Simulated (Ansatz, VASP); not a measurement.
## Ca: VASP beside Ansatz

Contents of INCAR:

```
PREC = Accurate
ENCUT = 520
EDIFF = 1E-7
ISMEAR = 0
SIGMA = 0.15
LREAL = False
LASPH = True
NELM = 80
ALGO = Fast
ISIF = 2
LWAVE = False
LCHARG = True
GGA = PS
LELF = True
LVHAR = True
NBANDS = 17
```

Contents of KPOINTS:

```
Automatic mesh
0
Gamma
  12 12 8
```

POSCAR

```
Ca
1.0
    3.9799995206      0.0000000000      0.0000000000
   -1.9899997603      3.4467806919      0.0000000000
    0.0000000000      0.0000000000      6.2592000000
Ca
2
Direct
    0.3333333333      0.6666666667      0.2500000000
    0.6666666667      0.3333333333      0.7500000000
```

Input for Ansatz:

```yaml
crystal:
  lattice:
    - [3.9799995206, 0.0, 0.0]
    - [-1.9899997603, 3.4467806919, 0.0]
    - [0.0, 0.0, 6.2592]
  atoms:
    - { symbol: Ca, position: [0.3333333333, 0.6666666667, 0.25] }
    - { symbol: Ca, position: [0.6666666667, 0.3333333333, 0.75] }
basis:
  ecutwfc: 420
kpoints:
  mp_grid: { grid: [12, 12, 8] }
hamiltonian:
  xc: pbesol
scf:
  occupations: { method: gaussian, width: 0.15 }
output:
  forces: true
  stress: true
  eigenvalues: true
```

Change from the starting cell: strain +0.000 along x and y, -0.040 along z, atoms carried along.

Alike in both runs: task single point; functional PBEsol; k mesh 12 × 12 × 8; occupations gaussian, width 0.15 eV; no spin polarisation.

|  | VASP | Ansatz |
| --- | --- | --- |
| version | VASP 6.6.1 | Ansatz 0.2.0 |
| potentials or method | VASP PAW PBE potentials, release 64 (Ca_sv), cutoff 520 eV | scalar-relativistic, plane waves, PAW |
| valence electrons in the cell | 20 | 20 |

```csv
,VASP,Ansatz,Ansatz less VASP
gap on the k mesh at the Fermi level (eV),none,none,-
pressure (GPa),-0.8,-0.8,0.00
"traceless stress, the component that is largest in VASP (GPa)",0.79,0.79,-0.001
```

VASP's potentials were made for PBE, not for PBEsol. A gap of «none» marks a metal or a gap that the smearing closes.
